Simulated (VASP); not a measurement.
A run of VASP 6.6.1:

Contents of INCAR:

```
PREC = Accurate ; ENCUT = 500
EDIFF = 1E-6 ; ISMEAR = -1
SIGMA = 0.02 ; LREAL = False
LASPH = True ; NELM = 120
ALGO = Normal ; ISIF = 2
LWAVE = False ; LCHARG = False
GGA = PS ; NBANDS = 18
GGA_COMPAT = False
```

File KPOINTS:

```
Automatic mesh
0
Gamma
  8 8 4
```

POSCAR

```
TaS2
1.0
    3.3835021418      0.0000000000      0.0000000000
   -1.6917510709      2.9301988086      0.0000000000
    0.0000000000      0.0000000000      5.8600000000
Ta S
1 2
Direct
    0.0000000000      0.0000000000      0.0000000000
    0.3333333333      0.6666666667      0.2500000000
    0.6666666667      0.3333333333      0.7500000000
```

Potentials or basis: VASP PAW PBE potentials, release 64 (Ta_pv, S).

Command:

```console
$ cat potpaw_PBE.64/Ta_pv/POTCAR potpaw_PBE.64/S/POTCAR > POTCAR
$ mpirun -np 1 vasp_std > vasp.out
```

Hardware: 1 thread of Intel(R) Xeon(R) Platinum 8375C CPU @ 2.90GHz (Ice Lake) (shared host).

Task: How long does it take, and how much memory?

Result: Run time: 28 s on 1 thread of Intel(R) Xeon(R) Platinum 8375C CPU @ 2.90GHz (Ice Lake), on a shared host, peak memory 0.19 GiB. Counts: scf iterations 14, k points 35.
